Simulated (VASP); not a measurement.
# PtSe2 in VASP: further runs, part 2 of 2

VASP 6.6.1. The steps go on from the part before.

### Step 3. Single point, PBE, collinear spin, ferromagnetic start

This run uses another cell than the first one, of 46.35 Å³/atom, 0.409 times its volume.

Contents of INCAR:

```
  PREC = Accurate
  ENCUT = 520
  EDIFF = 1E-7
  ISMEAR = 0
  SIGMA = 0.1
  LREAL = False
  LASPH = True
  NELM = 150
  ALGO = Normal
  ISIF = 2
  LWAVE = False
  LCHARG = True
  ISPIN = 2
  MAGMOM = 1 0 0
  LORBIT = 11
  LMAXMIX = 4
  LDIPOL = True
  IDIPOL = 3
  DIPOL = 0.5 0.5 0.500
  GGA = PE
  LELF = True
  LVHAR = True
  LVACPOTAV = True
  NBANDS = 22
```

Contents of KPOINTS:

```
Automatic mesh
0
Gamma
  6 6 1
```

Contents of POSCAR:

```
PtSe2
1.0
    2.9866648500      0.0000000000      0.0000000000
   -1.4933324300      2.5865277700      0.0000000000
    0.0000000000      0.0000000000     18.0000000000
Pt Se
1 2
Direct
    0.6666666700      0.3333333300      0.5000000000
    0.3333333300      0.6666666700      0.5843816600
    0.3333333300      0.6666666700      0.4156183400
```

Potentials or basis: VASP PAW PBE potentials, release 64 (Pt, Se).

Launch:

```bash
$ cat potpaw_PBE.64/Pt/POTCAR potpaw_PBE.64/Se/POTCAR > POTCAR
$ mpirun -np 1 vasp_std > vasp.out
```

Wall time 88 s (1 thread of Intel Xeon Platinum 8259CL at 2.50GHz (Skylake/Cascade Lake), shared host); peak memory 0.33 GiB.

The run converged. Its results:

```
Free energy                                           : -8.8006 eV
Largest force                                         : 7.750 eV/Å
Band gap on the k mesh                                : zero (filled and empty bands overlap)
Net moment                                            : 0.00 μB per cell
Valence electrons inside the program's atomic spheres : Pt 10.44; Se 4.03
```

Forces in eV/Å, atoms in the order of the input:
```
Pt   0.000  0.000  0.000
Se   0.000  0.000  7.750
Se   0.000  0.000 -7.750
```

Levels at points of the mesh, in eV from the Fermi level:
Spin up:
| k point | band 7 | band 8 | band 9 | band 10 | band 11 | band 12 | band 13 | band 14 | band 15 | band 16 |
| --- | --- | --- | --- | --- | --- | --- | --- | --- | --- | --- |
| (0.00, 0.00, 0.00) | -6.12 | -4.78 | -4.36 | 1.78 | 1.78 | 2.23 | 2.23 | 3.16 | 3.59 | 4.51 |
| (0.50, 0.00, 0.00) | -4.89 | -4.28 | -3.77 | -2.08 | -1.78 | 1.44 | 2.07 | 2.34 | 5.59 | 6.58 |
Spin down:
```tsv
k point	band 8	band 9	band 10	band 11	band 12	band 13	band 14	band 15
(0.00, 0.00, 0.00)	-4.78	-4.36	1.78	1.78	2.23	2.23	3.17	3.60
(0.50, 0.00, 0.00)	-4.28	-3.77	-2.08	-1.78	1.44	2.07	2.34	5.59
```

Caveat: the k points lie up to 0.40 Å⁻¹ apart; spin-orbit coupling is left out, which moves the levels of the heavy elements.

### Step 4. Single point, PBE

Contents of INCAR:

```
SYSTEM = PtSe2
PREC = Accurate ; ENCUT = 520
EDIFF = 1E-6 ; ISMEAR = 0
SIGMA = 0.1 ; LREAL = .False.
LASPH = .True. ; NELM = 80
ALGO = Normal ; ISIF = 2
LWAVE = .False. ; LCHARG = .True.
LDIPOL = .True. ; IDIPOL = 3
DIPOL = 0.5 0.5 0.301 ; GGA = PE
LELF = .True. ; LVHAR = .True.
LVACPOTAV = .True. ; NBANDS = 18
```

Contents of KPOINTS:

```
regular mesh
0
Gamma
  12 12 1
  0 0 0
```

Contents of POSCAR:

```
PtSe2
1.0
    3.6252952658      0.0000000035      0.0000000000
   -1.8126476359      3.1395977947      0.0000000000
    0.0000000000      0.0000000000     29.8754795200
Pt Se
1 2
Direct
    0.6666666667      0.3333333333      0.3012503948
    0.3333333333      0.6666666667      0.3508972591
    0.3333333333      0.6666666667      0.2516035305
```

Launch:

```bash
$ cat potpaw_PBE.64/Pt/POTCAR potpaw_PBE.64/Se/POTCAR > POTCAR
$ mpirun -np 1 vasp_std > vasp.out
```

Run time: 2.6 min. Hardware: 1 thread of Intel Xeon Platinum 8259CL at 2.50GHz (Skylake/Cascade Lake), shared host; peak memory 0.49 GiB.

It converged, with:

- Free energy: -12.9394 eV
- Largest force: 0.073 eV/Å
- Band gap on the k mesh: zero (band 11 reaches -2.13 eV, above the bottom of band 12 at -2.91 eV)

Forces in eV/Å, atoms in the order of the input:
```
Pt   0.000  0.000  0.000
Se   0.000  0.000 -0.073
Se   0.000  0.000  0.073
```

Levels at points of the mesh, in eV from the Fermi level:
| k point | band 8 | band 9 | band 10 | band 11 | band 12 | band 13 | band 14 | band 15 |
| --- | --- | --- | --- | --- | --- | --- | --- | --- |
| (0.00, 0.00, 0.00) | -2.52 | -1.53 | 0.61 | 0.61 | 0.84 | 0.84 | 2.69 | 4.32 |
| (0.50, 0.00, 0.00) | -2.86 | -2.64 | -1.97 | -1.48 | 1.05 | 1.37 | 3.09 | 5.79 |

Caveat: spin-orbit coupling is left out, which moves the levels of the heavy elements.

### Step 5. Single point, PBE

This run uses another cell than the first one, of 114.61 Å³/atom, 1.011 times its volume.

Contents of INCAR:

```
ALGO     = Normal         # electronic algorithm
DIPOL    = 0.5 0.5 0.301
EDIFF    = 1E-6           # SCF threshold, eV
ENCUT    = 520            # plane-wave cutoff, eV
GGA      = PE             # functional
IDIPOL   = 3            
ISIF     = 2              # what is computed and relaxed
ISMEAR   = 0              # smearing method
LASPH    = T              # aspherical terms in the spheres
LCHARG   = F              # write CHGCAR
LDIPOL   = T            
LREAL    = F              # projectors in reciprocal space
LWAVE    = F              # write WAVECAR
NBANDS   = 18             # bands
NELM     = 100            # most SCF steps
PREC     = Accurate       # precision mode
SIGMA    = 0.1            # smearing width, eV
```

Contents of KPOINTS:

```
k-points
0
Gamma
  12 12 1
```

Contents of POSCAR:

```
PtSe2
1.0
    3.6454313512      0.0000000035      0.0000000000
   -1.8227156786      3.1570361561      0.0000000000
    0.0000000000      0.0000000000     29.8754795200
Pt Se
1 2
Direct
    0.6666666667      0.3333333333      0.3012503948
    0.3333333333      0.6666666667      0.3502910952
    0.3333333333      0.6666666667      0.2522096944
```

Launch:

```bash
$ cat potpaw_PBE.64/Pt/POTCAR potpaw_PBE.64/Se/POTCAR > POTCAR
$ mpirun -np 1 vasp_std > vasp.out
```

It took 2.6 min on 1 thread of Intel Xeon Platinum 8259CL at 2.50GHz (Skylake/Cascade Lake), shared host; peak memory 0.49 GiB.

It converged, with:

```yaml
Free_energy: -12.9414 eV
Band_gap_on_the_k_mesh: zero (band 11 reaches -2.17 eV, above the bottom of band 12 at -2.95 eV)
```

Forces in eV/Å, atoms in the order of the input:
```
Pt   0.000  0.000  0.000
Se   0.000  0.000 -0.003
Se   0.000  0.000  0.003
```

Levels at points of the mesh, in eV from the Fermi level:
```
           k point  band 9  band 10  band 11  band 12  band 13  band 14
(0.00, 0.00, 0.00)   -1.44     0.58     0.58     0.81     0.81     2.60
(0.50, 0.00, 0.00)   -2.59    -2.03    -1.52     1.05     1.36     3.12
```

Caveat: spin-orbit coupling is left out, which moves the levels of the heavy elements.

### Step 6. Single point, PBE, collinear spin, ferromagnetic start

Contents of INCAR:

```
PREC     = Accurate       # precision mode
ENCUT    = 520            # plane-wave cutoff, eV
EDIFF    = 1E-6           # SCF threshold, eV
ISMEAR   = 0              # smearing method
SIGMA    = 0.1            # smearing width, eV
LREAL    = False          # projectors in reciprocal space
LASPH    = True           # aspherical terms in the spheres
NELM     = 150            # most SCF steps
ALGO     = Normal         # electronic algorithm
ISIF     = 2              # what is computed and relaxed
LWAVE    = False          # write WAVECAR
LCHARG   = False          # write CHGCAR
ISPIN    = 2              # spin polarisation
MAGMOM   = 1 0 0          # initial moments
LORBIT   = 11             # projections on sites
LMAXMIX  = 4              # l up to which the mixer works
LDIPOL   = True         
IDIPOL   = 3            
DIPOL    = 0.5 0.5 0.301
GGA      = PE             # functional
NBANDS   = 22             # bands
```

Contents of KPOINTS:

```
regular mesh
0
Gamma
  6 6 1
```

Contents of POSCAR:

```
PtSe2
1.0
    3.6252952658      0.0000000035      0.0000000000
   -1.8126476359      3.1395977947      0.0000000000
    0.0000000000      0.0000000000     29.8754795200
Pt Se
1 2
Direct
    0.6666666667      0.3333333333      0.3012503948
    0.3333333333      0.6666666667      0.3508972591
    0.3333333333      0.6666666667      0.2516035305
```

Potentials or basis: VASP PAW PBE potentials, release 64 (Pt, Se).

Launch:

```bash
$ cat potpaw_PBE.64/Pt/POTCAR potpaw_PBE.64/Se/POTCAR > POTCAR
$ mpirun -np 1 vasp_std > vasp.out
```

Run time: 4 min. Hardware: 1 thread of Intel Xeon Platinum 8375C at 2.90GHz (Ice Lake), shared host; peak memory 0.61 GiB.

The run converged. Its results:

- Free energy: -12.9457 eV
- Band gap on the k mesh: zero (filled and empty bands overlap)
- Net moment: 0.00 μB per cell
- Valence electrons inside the program's atomic spheres: Pt 9.28; Se 3.71

Levels at points of the mesh, in eV from the Fermi level:
Spin up:
| k point | band 8 | band 9 | band 10 | band 11 | band 12 | band 13 | band 14 | band 15 |
| --- | --- | --- | --- | --- | --- | --- | --- | --- |
| (0.00, 0.00, 0.00) | -2.46 | -1.46 | 0.67 | 0.67 | 0.89 | 0.89 | 2.75 | 4.42 |
| (0.50, 0.00, 0.00) | -2.79 | -2.58 | -1.92 | -1.43 | 1.11 | 1.43 | 3.15 | 5.85 |
Spin down:
| k point | band 9 | band 10 | band 11 | band 12 | band 13 | band 14 |
| --- | --- | --- | --- | --- | --- | --- |
| (0.00, 0.00, 0.00) | -1.46 | 0.67 | 0.67 | 0.89 | 0.89 | 2.75 |
| (0.50, 0.00, 0.00) | -2.58 | -1.92 | -1.43 | 1.11 | 1.43 | 3.15 |

Caveat: spin-orbit coupling is left out, which moves the levels of the heavy elements.

### Step 7. Summary

| spin | cell | k mesh | gap on the mesh (eV) | moment (μB) | largest force (eV/Å) |
| --- | --- | --- | --- | --- | --- |
| off | a = 3.625, b = 3.625, c = 29.875 Å, angles 90.0, 90.0, 120.0°, 3 atoms | 6 × 6 × 1 | none | - | - |
| collinear, ferromagnetic start | a = 2.987, b = 2.987, c = 18.000 Å, angles 90.0, 90.0, 120.0°, 3 atoms | 6 × 6 × 1 | none | 0.00 | 7.75 |
| off | a = 3.625, b = 3.625, c = 29.875 Å, angles 90.0, 90.0, 120.0°, 3 atoms | 12 × 12 × 1 | none | - | 0.07 |
| off | a = 3.645, b = 3.645, c = 29.875 Å, angles 90.0, 90.0, 120.0°, 3 atoms | 12 × 12 × 1 | none | - | - |
| collinear, ferromagnetic start | a = 3.625, b = 3.625, c = 29.875 Å, angles 90.0, 90.0, 120.0°, 3 atoms | 6 × 6 × 1 | none | 0.00 | - |

Alike in all rows: task single point; level PBE; potentials or basis VASP PAW PBE potentials, release 64 (Pt, Se); cutoff (eV) 520; smearing gaussian 0.1 eV.

Caveats: some runs use coarse meshes; spin-orbit coupling is left out, which moves the levels of the heavy elements.

Total energies depend on the potentials used, so only differences within one code and one set of settings carry meaning.
